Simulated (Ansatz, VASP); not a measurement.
## One calculation of W2Br2F, two programs

File INCAR:

```
ALGO = Normal ; EDIFF = 1E-6
ENCUT = 520 ; GGA = PE
ISIF = 2 ; ISMEAR = 0
ISPIN = 2 ; LASPH = T
LCHARG = F ; LMAXMIX = 4
LORBIT = 11 ; LREAL = F
LWAVE = F ; MAGMOM = 0.99 0.99 -0.08 -0.08 0.04
NBANDS = 36 ; NELM = 150
PREC = Accurate ; SIGMA = 0.1
```

File KPOINTS:

```
k-points
0
Gamma
  6 6 4
```

File POSCAR:

```
W2Br2F
1.0
    4.9840690800      0.0000000000      0.0000000000
   -2.4920345400      4.3163304400      0.0000000000
    0.0000000000      0.0000000000      6.5144348400
W Br F
2 2 1
Direct
    0.0000000000      0.0000000000      0.2592106700
    0.0000000000      0.0000000000      0.7407893300
    0.3333333300      0.6666666700      0.0000000000
    0.6666666700      0.3333333300      0.0000000000
    0.0000000000      0.0000000000      0.0000000000
```

Input for Ansatz:

```yaml
crystal:
  lattice:
    - [4.98406908, 0.0, 0.0]
    - [-2.49203454, 4.31633044, 0.0]
    - [0.0, 0.0, 6.51443484]
  atoms:
    - { symbol: W, position: [0.0, 0.0, 0.25921067] }
    - { symbol: W, position: [0.0, 0.0, 0.74078933] }
    - { symbol: Br, position: [0.33333333, 0.66666667, 0.0] }
    - { symbol: Br, position: [0.66666667, 0.33333333, 0.0] }
    - { symbol: F, position: [0.0, 0.0, 0.0] }
basis:
  ecutwfc: 420
kpoints:
  mp_grid: { grid: [6, 6, 4] }
hamiltonian:
  xc: pbe
scf:
  occupations: { method: gaussian, width: 0.1 }
  lower_state_search: "off"
output:
  forces: true
  stress: true
  eigenvalues: true
  populations: true
magnetization:
  spin_polarized: true
```

Alike in both runs: task single point; functional PBE; k mesh 6 × 6 × 4; occupations gaussian, width 0.1 eV; collinear spin.

|  | VASP | Ansatz |
| --- | --- | --- |
| version | VASP 6.6.1 | Ansatz 0.2.0 |
| potentials or method | VASP PAW PBE potentials, release 64 (W_sv, Br, F), cutoff 520 eV | scalar-relativistic, plane waves, PAW |
| valence electrons in the cell | 49 | 49 |

VASP gave:

| Quantity | Value |
| --- | --- |
| gap on the k mesh at the Fermi level (eV) | none |
| pressure (GPa) | 19.1 |
| traceless stress, the component that is largest in VASP (GPa) | 22.97 |
| rms of the force components (eV/Å) | 4.814 |
| net moment per atom (μB) | 1.36 |
| size of the moment on the site where the two differ most (μB) | 2.62 |

Problem. Which values does Ansatz return?

Solution. gap on the k mesh at the Fermi level (eV): none; pressure (GPa): 18.0; traceless stress, the component that is largest in VASP (GPa): 20.73; rms of the force components (eV/Å): 4.498; net moment per atom (μB): 1.36; size of the moment on the site where the two differ most (μB): 0.90.

Site moments also hang on the region over which each program counts them. Atom by atom the forces differ by 0.316 eV/Å (rms over components). A gap of «none» marks a metal or a gap that the smearing closes. Ansatz's warnings: no starting moments.

Spin-orbit coupling is off throughout.
